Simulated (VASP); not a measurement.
# BeS (F-43m) in VASP: a series of runs, part 2 of 2

VASP 6.6.1.

## Step 4: Single point, LDA (14.55 Å³/atom)

This run uses another cell than the first one, of 14.55 Å³/atom.

The input, INCAR:

```
PREC = Accurate
ENCUT = 520
EDIFF = 1E-6
ISMEAR = -1
SIGMA = 0.05
LREAL = False
LASPH = True
NELM = 100
ALGO = Normal
ISIF = 2
LWAVE = False
LCHARG = False
NBANDS = 11
```

The input, KPOINTS:

```
Automatic mesh
0
Gamma
  9 9 9
```

The input, POSCAR:

```
BeS
1.0
    0.0000000000      2.4410600707      2.4410600707
    2.4410600707      0.0000000000      2.4410600707
    2.4410600707      2.4410600707      0.0000000000
S Be
1 1
Direct
    0.7500000000      0.7500000000      0.7500000000
    0.0000000000      0.0000000000      0.0000000000
```

Potentials or basis: VASP PAW LDA potentials, release 64 (S, Be).

Run with:

```sh
> cat potpaw_LDA.64/S/POTCAR potpaw_LDA.64/Be/POTCAR > POTCAR
> mpirun -np 1 vasp_std > vasp.out
```

OUTCAR:

```text
PREC = Accurate
   ENCUT = 520
   EDIFF = 1E-6
   ISMEAR = -1
   LREAL = False
   LASPH = True
   NELM = 100
   ISIF = 2

 ion  position               nearest neighbor table
   1  0.750  0.750  0.750-   2 2.11   2 2.11   2 2.11   2 2.11
   2  0.000  0.000  0.000-   1 2.11   1 2.11   1 2.11   1 2.11

  LATTYP: Found a face centered cubic cell.
 ALAT       =     4.8821201414

  Lattice vectors:

 A1 = (   0.0000000000,   2.4410600707,   2.4410600707)
 A2 = (   2.4410600707,   0.0000000000,   2.4410600707)
 A3 = (   2.4410600707,   2.4410600707,   0.0000000000)

Analysis of symmetry for initial positions (statically):
=====================================================================
 Subroutine PRICEL returns:
 Original cell was already a primitive cell.

 Routine SETGRP: Setting up the symmetry group for a
 face centered cubic supercell.

 Subroutine GETGRP returns: Found 24 space group operations
 (whereof 24 operations were pure point group operations)
 out of a pool of 48 trial point group operations.

The static configuration has the point symmetry T_d .

Analysis of symmetry for dynamics (positions and initial velocities):
=====================================================================
 Subroutine PRICEL returns:
 Original cell was already a primitive cell.

 Routine SETGRP: Setting up the symmetry group for a
 face centered cubic supercell.

 Subroutine GETGRP returns: Found 24 space group operations
 (whereof 24 operations were pure point group operations)
 out of a pool of 48 trial point group operations.

The dynamic configuration has the point symmetry T_d .

 Subroutine INISYM returns: Found 24 space group operations
 (whereof 24 operations are pure point group operations),
 and found     1 'primitive' translations

----------------------------------------------------------------------------------------

                                     Primitive cell

  volume of cell :      29.0915
[... 115 lines left out ...]
   LHFCALC =     F    Hartree Fock is set to
   AEXX    =    0.0000 exact exchange contribution
   IVDW    =     0    specifies the selected vdW correction
   LEPSILON=     F    determine dielectric tensor
   LRPA    =     F    only Hartree local field effects (RPA)
 non-spin polarized calculation
  energy-cutoff  :      520.00
  volume of cell :       29.09
 maximum number of plane-waves:       797
 NGX is ok and might be reduce to    28
   NGX = 13   NGY = 13   NGZ = 13

 number of electron       7.9999999 magnetization

 Free energy of the ion-electron system (eV)
  ---------------------------------------------------
  ext. energy  EPLUGINS =         0.00000000
  ---------------------------------------------------
  free energy    TOTEN  =       -11.11909966 eV

  energy without entropy =      -11.11909966  energy(sigma->0) =      -11.11909966

 E-fermi :   4.8485     XC(G=0):  -9.9106

 val. band max:        3.8257992319   @ k =   0.0000   0.0000   0.0000
 cond. band min:       6.8659593309   @ k =   0.4444   0.4444   0.0000
 fundamental gap:      3.0401600991
 Fermi energy:         4.8484626960

 k-point     1 :       0.0000    0.0000    0.0000
  band No.  band energies     occupation
      1      -9.6989      2.00000
      2       3.8258      2.00000
      3       3.8258      2.00000
      4       3.8258      2.00000
      5       9.3359      0.00000
      6       9.3762      0.00000
      7       9.3762      0.00000
      8       9.3762      0.00000
      9      16.5977      0.00000
     10      16.5977      0.00000
     11      18.2716      0.00000
[... 309 lines left out ...]
 k-point    24 :       0.4444    0.4444    0.0000
  band No.  band energies     occupation
      1      -7.6878      2.00000
      2      -0.9716      2.00000
      3       1.2727      2.00000
      4       1.2727      2.00000
      5       6.8660      0.00000
      6       8.7110      0.00000
      7      15.8720      0.00000
      8      15.8720      0.00000
      9      18.4527      0.00000
     10      19.9496      0.00000
     11      20.8199      0.00000

 [... further k-points ...]

------------------------ aborting loop because EDIFF is reached ----------------------------------------

  FORCE on cell =-STRESS in cart. coord.  units (eV):
  Direction    XX          YY          ZZ          XY          YZ          ZX
  --------------------------------------------------------------------------------------
  -------------------------------------------------------------------------------------
  Total       -0.8864805     -0.8864805     -0.8864805      0.0000000      0.0000000      0.0000000
  in kB      -48.8218674    -48.8218674    -48.8218674      0.0000000      0.0000000      0.0000000
  external PRESSURE =     -48.8218674 kB  Pullay stress =       0.0000000 kB

 VOLUME and BASIS-vectors are now :
 -----------------------------------------------------------------------------
  energy-cutoff  :      520.00
  volume of cell :       29.09
      direct lattice vectors                 reciprocal lattice vectors
     0.000000000  2.441060071  2.441060071    -0.204829044  0.204829044  0.204829044
     2.441060071  0.000000000  2.441060071     0.204829044 -0.204829044  0.204829044
     2.441060071  2.441060071  0.000000000     0.204829044  0.204829044 -0.204829044

 POSITION                                       TOTAL-FORCE (eV/Angst)
 -----------------------------------------------------------------------------------
      3.66159      3.66159      3.66159        -0.000000      0.000000      0.000000
      0.00000      0.00000      0.00000         0.000000     -0.000000     -0.000000
 -----------------------------------------------------------------------------------
    total drift:                                0.000000      0.000000      0.000000

  FREE ENERGIE OF THE ION-ELECTRON SYSTEM (eV)
  ---------------------------------------------------
  free  energy   TOTEN  =       -11.1190996647 eV

  energy  without entropy=      -11.1190996646  energy(sigma->0) =      -11.11909966
```

OSZICAR:

```text
N       E                     dE             d eps       ncg     rms          rms(c)
DAV:   1     0.184924761492E+02    0.18492E+02   -0.39458E+03   778   0.633E+02
DAV:   2    -0.102211146922E+02   -0.28714E+02   -0.27375E+02  1040   0.107E+02
DAV:   3    -0.113409703039E+02   -0.11199E+01   -0.11182E+01   986   0.220E+01
DAV:   4    -0.113474771495E+02   -0.65068E-02   -0.65061E-02   905   0.192E+00
DAV:   5    -0.113475355502E+02   -0.58401E-04   -0.58400E-04   982   0.183E-01    0.556E+00
DAV:   6    -0.111817474718E+02    0.16579E+00   -0.13239E-01   871   0.163E+00    0.368E+00
DAV:   7    -0.111194789150E+02    0.62269E-01   -0.12869E-01   900   0.168E+00    0.834E-01
DAV:   8    -0.111191402530E+02    0.33866E-03   -0.62660E-03   910   0.418E-01    0.155E-01
DAV:   9    -0.111190979749E+02    0.42278E-04   -0.29336E-04   883   0.108E-01    0.483E-02
DAV:  10    -0.111190988232E+02   -0.84824E-06   -0.26544E-05   919   0.238E-02    0.128E-02
DAV:  11    -0.111190996647E+02   -0.84149E-06   -0.39008E-06   893   0.105E-02
   1 F= -.11119100E+02 E0= -.11119100E+02  d E =-.162098E-10
```

stdout:

```text
POSCAR found type information on POSCAR S Be
 POSCAR found :  2 types and       2 ions
 scaLAPACK will be used
 LDA part: xc-table for (Slater(with rela. corr.)+CA(PZ))
 , standard interpolation
 POSCAR, INCAR and KPOINTS ok, starting setup
 FFT: planning ... GRIDC
 FFT: planning ... GRID_SOFT
 FFT: planning ... GRID
 WAVECAR not read
 entering main loop
```

Wall time 6.1 s (1 thread of AMD EPYC 9R45 (Zen 5), shared host); peak memory 0.11 GiB.

Results:

```yaml
Free_energy: -11.1191 eV
Pressure: -4.9 GPa
Band_gap_on_the_k_mesh: 3.04 eV (least direct gap 5.51 eV)
```

Levels at points of the mesh, in eV from the valence-band top:
| k point | band 1 | band 2 | band 3 | band 4 | band 5 | band 6 | band 7 | band 8 | band 9 |
| --- | --- | --- | --- | --- | --- | --- | --- | --- | --- |
| (0.00, 0.00, 0.00) | -13.52 | 0.00 | 0.00 | 0.00 | 5.51 | 5.55 | 5.55 | 5.55 | 12.77 |

Caveat: the cell stands under tension; an odd mesh through Γ misses points on the zone boundary, where band edges can lie.

## Step 5: Single point, LDA (14.83 Å³/atom)

This run uses another cell than the first one, of 14.83 Å³/atom.

The input, INCAR:

```
ALGO = Normal
EDIFF = 1E-6
ENCUT = 520
GGA = CA
ISIF = 2
ISMEAR = -1
LASPH = True
LCHARG = True
LELF = True
LREAL = False
LVHAR = True
LWAVE = False
NBANDS = 11
NELM = 60
PREC = Accurate
SIGMA = 0.05
```

The input, KPOINTS:

```
k-points
0
Gamma
  9 9 9
```

The input, POSCAR:

```
BeS
1.0
    0.0000000000      2.4569115543      2.4569115543
    2.4569115543      0.0000000000      2.4569115543
    2.4569115543      2.4569115543      0.0000000000
S Be
1 1
Direct
    0.7500000000      0.7500000000      0.7500000000
    0.0000000000      0.0000000000      0.0000000000
```

Potentials or basis: VASP PAW LDA potentials, release 64 (S, Be).

Run with:

```sh
> cat potpaw_LDA.64/S/POTCAR potpaw_LDA.64/Be/POTCAR > POTCAR
> mpirun -np 1 vasp_std > vasp.out
```

OUTCAR:

```text
EDIFF = 1E-6
   ENCUT = 520
   GGA = CA
   ISIF = 2
   ISMEAR = -1
   LASPH = True
   LREAL = False
   NELM = 60
   PREC = Accurate

 ion  position               nearest neighbor table
   1  0.750  0.750  0.750-   2 2.13   2 2.13   2 2.13   2 2.13
   2  0.000  0.000  0.000-   1 2.13   1 2.13   1 2.13   1 2.13

  LATTYP: Found a face centered cubic cell.
 ALAT       =     4.9138231086

  Lattice vectors:

 A1 = (   0.0000000000,   2.4569115543,   2.4569115543)
[... 519 lines left out ...]

 [... further k-points ...]

------------------------ aborting loop because EDIFF is reached ----------------------------------------

  FORCE on cell =-STRESS in cart. coord.  units (eV):
  Direction    XX          YY          ZZ          XY          YZ          ZX
  --------------------------------------------------------------------------------------
  -------------------------------------------------------------------------------------
  Total       -1.1912344     -1.1912344     -1.1912344      0.0000000      0.0000000      0.0000000
  in kB      -64.3441761    -64.3441761    -64.3441761      0.0000000      0.0000000      0.0000000
  external PRESSURE =     -64.3441761 kB  Pullay stress =       0.0000000 kB

 VOLUME and BASIS-vectors are now :
 -----------------------------------------------------------------------------
  energy-cutoff  :      520.00
  volume of cell :       29.66
      direct lattice vectors                 reciprocal lattice vectors
     0.000000000  2.456911554  2.456911554    -0.203507529  0.203507529  0.203507529
     2.456911554  0.000000000  2.456911554     0.203507529 -0.203507529  0.203507529
     2.456911554  2.456911554  0.000000000     0.203507529  0.203507529 -0.203507529

 POSITION                                       TOTAL-FORCE (eV/Angst)
 -----------------------------------------------------------------------------------
      3.68537      3.68537      3.68537         0.000000      0.000000      0.000000
      0.00000      0.00000      0.00000        -0.000000      0.000000     -0.000000
 -----------------------------------------------------------------------------------
    total drift:                                0.000000      0.000000      0.000000

  FREE ENERGIE OF THE ION-ELECTRON SYSTEM (eV)
  ---------------------------------------------------
  free  energy   TOTEN  =       -11.0990527024 eV

  energy  without entropy=      -11.0990527024  energy(sigma->0) =      -11.09905270
```

stdout:

```text
POSCAR found type information on POSCAR S Be
 POSCAR found :  2 types and       2 ions
 scaLAPACK will be used
 LDA part: xc-table for (Slater(with rela. corr.)+CA(PZ))
 , standard interpolation
 POSCAR, INCAR and KPOINTS ok, starting setup
 FFT: planning ... GRIDC
 FFT: planning ... GRID_SOFT
 FFT: planning ... GRID
 WAVECAR not read
 entering main loop
```

Run time: 6.2 s. Hardware: 1 thread of AMD EPYC 9R45 (Zen 5), shared host; peak memory 0.1 GiB.

Results:

| Quantity | Value |
| --- | --- |
| Free energy | -11.0991 eV |
| Pressure | -6.4 GPa |
| Band gap on the k mesh | 3.08 eV (least direct gap 5.35 eV) |

Caveat: the cell stands under tension; an odd mesh through Γ misses points on the zone boundary, where band edges can lie.

## Step 6: Single point, LDA (15.12 Å³/atom)

This run uses another cell than the first one, of 15.12 Å³/atom.

The input, INCAR:

```
SYSTEM = BeS
  PREC = Accurate
  ENCUT = 520
  EDIFF = 1E-6
  ISMEAR = -1
  SIGMA = 0.05
  LREAL = .False.
  LASPH = .True.
  NELM = 60
  ALGO = Normal
  ISIF = 2
  LWAVE = .False.
  LCHARG = .False.
  NBANDS = 11
```

The input, KPOINTS:

```
regular mesh
0
Gamma
  9 9 9
  0 0 0
```

The input, POSCAR:

```
BeS
1.0
    0.0000000000      2.4725610944      2.4725610944
    2.4725610944      0.0000000000      2.4725610944
    2.4725610944      2.4725610944      0.0000000000
S Be
1 1
Direct
    0.7500000000      0.7500000000      0.7500000000
    0.0000000000      0.0000000000      0.0000000000
```

Potentials or basis: VASP PAW LDA potentials, release 64 (S, Be).

Run with:

```sh
> cat potpaw_LDA.64/S/POTCAR potpaw_LDA.64/Be/POTCAR > POTCAR
> mpirun -np 1 vasp_std > vasp.out
```

Run time: 5.7 s. Hardware: 1 thread of AMD EPYC 9R45 (Zen 5), shared host; peak memory 0.11 GiB.

It converged, with:

```yaml
Free_energy: -11.0737 eV
Pressure: -7.8 GPa
Band_gap_on_the_k_mesh: 3.11 eV (least direct gap 5.20 eV)
```

Levels at points of the mesh, in eV from the valence-band top:
| k point | band 2 | band 3 | band 4 | band 5 | band 6 | band 7 |
| --- | --- | --- | --- | --- | --- | --- |
| (0.00, 0.00, 0.00) | 0.00 | 0.00 | 0.00 | 5.20 | 5.56 | 5.56 |

Caveat: the cell stands under tension; an odd mesh through Γ misses points on the zone boundary, where band edges can lie.

## Step 7: Summary

| cell | gap on the mesh (eV) | pressure (GPa) |
| --- | --- | --- |
| a = 3.406 Å, angles 60.0°, 2 atoms | 2.96 | -1.3 |
| a = 3.429 Å, angles 60.0°, 2 atoms | 3.00 | -3.2 |
| a = 3.452 Å, angles 60.0°, 2 atoms | 3.04 | -4.9 |
| a = 3.475 Å, angles 60.0°, 2 atoms | 3.08 | -6.4 |
| a = 3.497 Å, angles 60.0°, 2 atoms | 3.11 | -7.8 |

Alike in all rows: task single point; level LDA; potentials or basis VASP PAW LDA potentials, release 64 (S, Be); no spin polarisation; k mesh 9 × 9 × 9; cutoff (eV) 520; smearing fermi-dirac 0.05 eV.

Caveats: an odd mesh through Γ misses points on the zone boundary, where band edges can lie; the cell stands under tension (at least some runs).

Absolute energies hang on the potentials; compare differences alone.
